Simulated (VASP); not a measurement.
# Cd2As (P6/mmm) in VASP: notebook

Runs on Cd2As. Level: PBE. Tasks: single point.

Program: VASP 6.6.1. These are calculated values, not measurements. Logs are shortened: lines on timing, memory, paths and dates and some standing lists are left out, and cuts for length are marked.

### 1 The cell of the first run

Symmetry: P6/mmm, No. 191, hexagonal system. The conventional cell has a = 4.096 Å, b = 4.096 Å, c = 4.422 Å, α = 90.00°, β = 90.00°, γ = 120.00°. Cd (site symmetry -6m2) has 3 Cd at 2.36 Å within 3.1 Å. As (site symmetry 6/mmm) has 12 Cd at 3.24 Å and 8 As at 4.10 to 4.42 Å within 4.5 Å.

### 2 Single point, PBE

Input file INCAR:

```
SYSTEM = Cd2As
PREC = Accurate
ENCUT = 520
EDIFF = 1E-7
ISMEAR = 0
SIGMA = 0.1
LREAL = .False.
LASPH = .True.
NELM = 60
ALGO = Normal
ISIF = 2
LWAVE = .False.
LCHARG = .False.
GGA = PE
NBANDS = 22
```

Input file KPOINTS:

```
Automatic mesh
0
Gamma
  6 6 4
  0 0 0
```

Input file POSCAR:

```
Cd2As
1.0
    4.0957335450      0.0000000000      0.0000000000
   -2.0478667725      3.5470092971      0.0000000000
    0.0000000000      0.0000000000      4.4223036616
Cd As
2 1
Direct
    0.3333333333      0.6666666667      0.5000000000
    0.6666666667      0.3333333333      0.5000000000
    0.0000000000      0.0000000000      0.0000000000
```

Potentials or basis: VASP PAW PBE potentials, release 64 (Cd, As).

Run with:

```
$ cat potpaw_PBE.64/Cd/POTCAR potpaw_PBE.64/As/POTCAR > POTCAR
$ mpirun -np 1 vasp_std > vasp.out
```

OUTCAR:

```text
SYSTEM = Cd2As
   PREC = Accurate
   ENCUT = 520
   EDIFF = 1E-7
   ISMEAR = 0
   LREAL = .False.
   LASPH = .True.
   NELM = 60
   ISIF = 2
   GGA = PE

 ion  position               nearest neighbor table
   1  0.333  0.667  0.500-   2 2.36   2 2.36   2 2.36   3 3.24   3 3.24   3 3.24   3 3.24   3 3.24
                             3 3.24
   2  0.667  0.333  0.500-   1 2.36   1 2.36   1 2.36   3 3.24   3 3.24   3 3.24   3 3.24   3 3.24
                             3 3.24
   3  0.000  0.000  0.000-   1 3.24   2 3.24   1 3.24   2 3.24   1 3.24   1 3.24   2 3.24   2 3.24
                             2 3.24   2 3.24   1 3.24   1 3.24

  LATTYP: Found a hexagonal cell.
 ALAT       =     4.0957335450
 C/A-ratio  =     1.0797342193

  Lattice vectors:

 A1 = (   4.0957335450,   0.0000000000,   0.0000000000)
 A2 = (  -2.0478667725,   3.5470092971,   0.0000000000)
 A3 = (   0.0000000000,   0.0000000000,   4.4223036616)

Analysis of symmetry for initial positions (statically):
=====================================================================
 Subroutine PRICEL returns:
 Original cell was already a primitive cell.

 Routine SETGRP: Setting up the symmetry group for a
 hexagonal supercell.

 Subroutine GETGRP returns: Found 24 space group operations
 (whereof 24 operations were pure point group operations)
 out of a pool of 24 trial point group operations.

The static configuration has the point symmetry D_6h.

Analysis of symmetry for dynamics (positions and initial velocities):
=====================================================================
 Subroutine PRICEL returns:
 Original cell was already a primitive cell.

 Routine SETGRP: Setting up the symmetry group for a
 hexagonal supercell.

 Subroutine GETGRP returns: Found 24 space group operations
 (whereof 24 operations were pure point group operations)
 out of a pool of 24 trial point group operations.

The dynamic configuration has the point symmetry D_6h.

 Subroutine INISYM returns: Found 24 space group operations
 (whereof 24 operations are pure point group operations),
 and found     1 'primitive' translations

----------------------------------------------------------------------------------------

                                     Primitive cell

  volume of cell :      64.2455

  direct lattice vectors                    reciprocal lattice vectors
[... 82 lines left out ...]
   LASPH  =      T    aspherical Exc in radial PAW
   ENCUT  =  520.0 eV  38.22 Ry    6.18 a.u.   7.62  7.62  8.22*2*pi/ulx,y,z
   NELM   =     60;   NELMIN=  2; NELMDL= -5     # of ELM steps
   EDIFF  = 0.1E-06   stopping-criterion for ELM
   LREAL  =      F    real-space projection
   EDIFFG = 0.1E-05   stopping-criterion for IOM
   NSW    =      0    number of steps for IOM
   IBRION =     -1    ionic relax: 0-MD 1-quasi-New 2-CG
   NFREE  =      0    steps in history (QN), initial steepest desc. (CG)
   ISIF   =      2    stress and relaxation
   ISYM   =      2    0-nonsym 1-usesym 2-fastsym
   POTIM  = 0.5000    time-step for ionic-motion
   TEBEG  =    0.0;   TEEND  =   0.0 temperature during run
   PSTRESS=    0.0 pullay stress
   NELECT =      29.0000    total number of electrons
   NUPDOWN=      -1.0000    fix difference up-down
   EMIN   =  10.00;   EMAX   =-10.00  energy-range for DOS
   EFERMI =   0.00;   METHOD = LEGACY
   ISMEAR =     0;   SIGMA  =   0.10  broadening in eV -4-tet -1-fermi 0-gaus
   EFERMI_NEDOS =   21; number of points for ismear=-14 and -15
   IALGO  =     38    algorithm
   IMIX   =      4    mixing-type and parameters
     AMIX     =   0.40;   BMIX     =  1.00
     AMIX_MAG =   1.60;   BMIX_MAG =  1.00
  volume/ion in A,a.u.               =      21.42       144.52
  Fermi-wavevector in a.u.,A,eV,Ry     =   1.255818  2.373152 21.457454  1.577078
  Thomas-Fermi vector in A             =   2.389556
   LORBIT       =      0    0 simple, 1 ext, 2 COOP (PROOUT), +10 PAW based schemes
   GGA     = PE    functional components
   LHFCALC =     F    Hartree Fock is set to
   AEXX    =    0.0000 exact exchange contribution
   IVDW    =     0    specifies the selected vdW correction
   LEPSILON=     F    determine dielectric tensor
   LRPA    =     F    only Hartree local field effects (RPA)
 non-spin polarized calculation
 Gauss-broadening in eV      SIGMA  =   0.10
  energy-cutoff  :      520.00
  volume of cell :       64.25
 maximum number of plane-waves:      1744
   NGX = 15   NGY = 15   NGZ = 17

 number of electron      29.0000016 magnetization

 Free energy of the ion-electron system (eV)
  ---------------------------------------------------
  ext. energy  EPLUGINS =         0.00000000
  ---------------------------------------------------
  free energy    TOTEN  =        -2.98259026 eV

  energy without entropy =       -2.97635127  energy(sigma->0) =       -2.97947077

 E-fermi :   3.2336     XC(G=0): -10.6614

 val. band max:        3.1313668520   @ k =   0.3333   0.3333   0.0000
 cond. band min:       3.2427560674   @ k =   0.3333   0.3333   0.2500
 fundamental gap:      0.1113892154
 Fermi energy:         3.2336497579

 k-point     1 :       0.0000    0.0000    0.0000
  band No.  band energies     occupation
      1      -8.2251      2.00000
      2      -7.0762      2.00000
      3      -6.6400      2.00000
      4      -6.6400      2.00000
      5      -6.4768      2.00000
      6      -6.4768      2.00000
[... 514 lines left out ...]
     21      14.7974      0.00000
     22      14.7974      0.00000

------------------------ aborting loop because EDIFF is reached ----------------------------------------

  FORCE on cell =-STRESS in cart. coord.  units (eV):
  Direction    XX          YY          ZZ          XY          YZ          ZX
  --------------------------------------------------------------------------------------
  -------------------------------------------------------------------------------------
  Total       14.0413231     14.0413231     -1.4149193      0.0000000     -0.0000000      0.0000000
  in kB      350.1676589    350.1676589    -35.2857770      0.0000000     -0.0000000      0.0000000
  external PRESSURE =     221.6831803 kB  Pullay stress =       0.0000000 kB

 VOLUME and BASIS-vectors are now :
 -----------------------------------------------------------------------------
  energy-cutoff  :      520.00
  volume of cell :       64.25
      direct lattice vectors                 reciprocal lattice vectors
     4.095733545  0.000000000  0.000000000     0.244156508  0.140963826  0.000000000
    -2.047866772  3.547009297  0.000000000     0.000000000  0.281927651  0.000000000
     0.000000000  0.000000000  4.422303662     0.000000000  0.000000000  0.226126489

 POSITION                                       TOTAL-FORCE (eV/Angst)
 -----------------------------------------------------------------------------------
     -0.00000      2.36467      2.21115         0.000000      0.000000      0.000000
      2.04787      1.18234      2.21115        -0.000000     -0.000000      0.000000
      0.00000      0.00000      0.00000         0.000000      0.000000      0.000000
 -----------------------------------------------------------------------------------
    total drift:                                0.000000      0.000000      0.000000

  FREE ENERGIE OF THE ION-ELECTRON SYSTEM (eV)
  ---------------------------------------------------
  free  energy   TOTEN  =        -2.9825902565 eV

  energy  without entropy=       -2.9763512747  energy(sigma->0) =       -2.97947077
```

OSZICAR:

```text
N       E                     dE             d eps       ncg     rms          rms(c)
DAV:   1     0.200003579278E+03    0.20000E+03   -0.14712E+04   924   0.124E+03
DAV:   2     0.268695222639E+01   -0.19732E+03   -0.18997E+03   996   0.327E+02
DAV:   3    -0.339615454705E+01   -0.60831E+01   -0.60290E+01  1088   0.602E+01
DAV:   4    -0.341786470178E+01   -0.21710E-01   -0.21705E-01  1014   0.337E+00
DAV:   5    -0.341793462937E+01   -0.69928E-04   -0.69927E-04  1098   0.184E-01    0.100E+01
DAV:   6    -0.300561552431E+01    0.41232E+00   -0.13279E+00  1044   0.107E+01    0.774E+00
DAV:   7    -0.299019343274E+01    0.15422E-01   -0.81842E-02   960   0.196E+00    0.381E+00
DAV:   8    -0.298277662263E+01    0.74168E-02   -0.11835E-02  1038   0.659E-01    0.198E-01
DAV:   9    -0.298254797582E+01    0.22865E-03   -0.82730E-04  1098   0.199E-01    0.707E-02
DAV:  10    -0.298259180201E+01   -0.43826E-04   -0.25690E-04  1032   0.101E-01    0.287E-02
DAV:  11    -0.298259026520E+01    0.15368E-05   -0.30076E-05  1014   0.340E-02    0.642E-03
DAV:  12    -0.298259017621E+01    0.88993E-07   -0.21873E-06  1044   0.109E-02    0.233E-03
DAV:  13    -0.298259025654E+01   -0.80329E-07   -0.20176E-07   904   0.365E-03
   1 F= -.29825903E+01 E0= -.29794708E+01  d E =-.623898E-02
```

It took 18 s on 1 thread of AMD EPYC 9R45 (Zen 5), shared host; peak memory 0.15 GiB.

Results:

- Free energy: -2.9826 eV
- Pressure: 22.2 GPa
- Band gap on the k mesh: zero (an odd number of electrons rules out a gap without spin polarisation)

Levels at points of the mesh, in eV from the Fermi level:
```tsv
k point	band 11	band 12	band 13	band 14	band 15	band 16	band 17	band 18
(0.00, 0.00, 0.00)	-8.15	-4.01	-2.49	0.38	0.38	4.18	4.18	4.87
(0.50, 0.00, 0.00)	-7.88	-5.29	-1.74	-1.48	-0.29	1.99	3.09	4.51
(0.00, 0.00, 0.50)	-8.09	-7.14	0.67	0.67	2.10	2.53	5.33	5.33
(0.50, 0.00, 0.50)	-7.88	-4.55	-3.59	-3.22	0.11	1.65	2.78	3.22
```

Caveat: the cell stands under pressure.

### 3 Single point, PBE

This run uses another cell than the first one, of 22.44 Å³/atom.

Input file INCAR:

```
  PREC = Accurate
  ENCUT = 520
  EDIFF = 1E-6
  ISMEAR = 0
  SIGMA = 0.1
  LREAL = False
  LASPH = True
  NELM = 60
  ALGO = Normal
  ISIF = 2
  LWAVE = False
  LCHARG = False
  GGA = PE
  NBANDS = 22
```

Input file KPOINTS:

```
regular mesh
0
Gamma
  6 6 4
```

Input file POSCAR:

```
Cd2As
1.0
    4.8715708404      0.0000000000      0.0000000000
   -2.4357854202      4.2189041041      0.0000000000
    0.0000000000      0.0000000000      3.2759137910
Cd As
2 1
Direct
    0.3333333333      0.6666666667      0.5000000000
    0.6666666667      0.3333333333      0.5000000000
    0.0000000000      0.0000000000      0.0000000000
```

Potentials or basis: VASP PAW PBE potentials, release 64 (Cd, As).

Run with:

```
$ cat potpaw_PBE.64/Cd/POTCAR potpaw_PBE.64/As/POTCAR > POTCAR
$ mpirun -np 1 vasp_std > vasp.out
```

OUTCAR:

```text
PREC = Accurate
   ENCUT = 520
   EDIFF = 1E-6
   ISMEAR = 0
   LREAL = False
   LASPH = True
   NELM = 60
   ISIF = 2
   GGA = PE

 ion  position               nearest neighbor table
   1  0.333  0.667  0.500-   2 2.81   2 2.81   2 2.81   3 3.25   3 3.25   3 3.25   3 3.25   3 3.25
                             3 3.25
   2  0.667  0.333  0.500-   1 2.81   1 2.81   1 2.81   3 3.25   3 3.25   3 3.25   3 3.25   3 3.25
                             3 3.25
   3  0.000  0.000  0.000-   1 3.25   2 3.25   1 3.25   2 3.25   1 3.25   1 3.25   2 3.25   2 3.25
                             2 3.25   2 3.25   1 3.25   1 3.25
[... 718 lines left out ...]
  Direction    XX          YY          ZZ          XY          YZ          ZX
  --------------------------------------------------------------------------------------
  -------------------------------------------------------------------------------------
  Total        0.1932393      0.1932393      0.0997511      0.0000000      0.0000000     -0.0000000
  in kB        4.5983797      4.5983797      2.3737077      0.0000000      0.0000000     -0.0000000
  external PRESSURE =       3.8568224 kB  Pullay stress =       0.0000000 kB

 VOLUME and BASIS-vectors are now :
 -----------------------------------------------------------------------------
  energy-cutoff  :      520.00
  volume of cell :       67.33
      direct lattice vectors                 reciprocal lattice vectors
     4.871570840  0.000000000  0.000000000     0.205272597  0.118514189  0.000000000
    -2.435785420  4.218904104  0.000000000     0.000000000  0.237028379  0.000000000
     0.000000000  0.000000000  3.275913791     0.000000000  0.000000000  0.305258338

 POSITION                                       TOTAL-FORCE (eV/Angst)
 -----------------------------------------------------------------------------------
     -0.00000      2.81260      1.63796         0.000000      0.000000      0.000000
      2.43579      1.40630      1.63796        -0.000000      0.000000     -0.000000
      0.00000      0.00000      0.00000         0.000000      0.000000     -0.000000
 -----------------------------------------------------------------------------------
    total drift:                                0.000000      0.000000     -0.000000

  FREE ENERGIE OF THE ION-ELECTRON SYSTEM (eV)
  ---------------------------------------------------
  free  energy   TOTEN  =        -5.5761485234 eV

  energy  without entropy=       -5.5739465628  energy(sigma->0) =       -5.57504754
```

OSZICAR:

```text
N       E                     dE             d eps       ncg     rms          rms(c)
DAV:   1     0.190783035668E+03    0.19078E+03   -0.14542E+04   924   0.124E+03
DAV:   2     0.300184258261E+00   -0.19048E+03   -0.18256E+03  1002   0.319E+02
DAV:   3    -0.593245051576E+01   -0.62326E+01   -0.61983E+01  1086   0.598E+01
DAV:   4    -0.595199386211E+01   -0.19543E-01   -0.19542E-01   990   0.323E+00
DAV:   5    -0.595204545100E+01   -0.51589E-04   -0.51589E-04  1086   0.160E-01    0.488E+00
DAV:   6    -0.558657286404E+01    0.36547E+00   -0.10233E+00   990   0.852E+00    0.437E+00
DAV:   7    -0.557944409910E+01    0.71288E-02   -0.93972E-02  1002   0.171E+00    0.232E+00
DAV:   8    -0.557628156347E+01    0.31625E-02   -0.86562E-03   966   0.946E-01    0.179E-01
DAV:   9    -0.557610585067E+01    0.17571E-03   -0.17431E-03   984   0.352E-01    0.542E-02
DAV:  10    -0.557614436134E+01   -0.38511E-04   -0.13290E-04  1008   0.103E-01    0.213E-02
DAV:  11    -0.557614879311E+01   -0.44318E-05   -0.11362E-05  1032   0.221E-02    0.278E-03
DAV:  12    -0.557614852341E+01    0.26970E-06   -0.64287E-07   558   0.359E-03
   1 F= -.55761485E+01 E0= -.55750475E+01  d E =-.220196E-02
```

Run time: 15 s. Hardware: 1 thread of AMD EPYC 9R45 (Zen 5), shared host; peak memory 0.15 GiB.

Results:

| Quantity | Value |
| --- | --- |
| Free energy | -5.5761 eV |
| Pressure | 0.4 GPa |
| Band gap on the k mesh | zero (an odd number of electrons rules out a gap without spin polarisation) |

Caveat: the k points lie up to 0.48 Å⁻¹ apart, too coarse for converged energies and pressures of a metal.
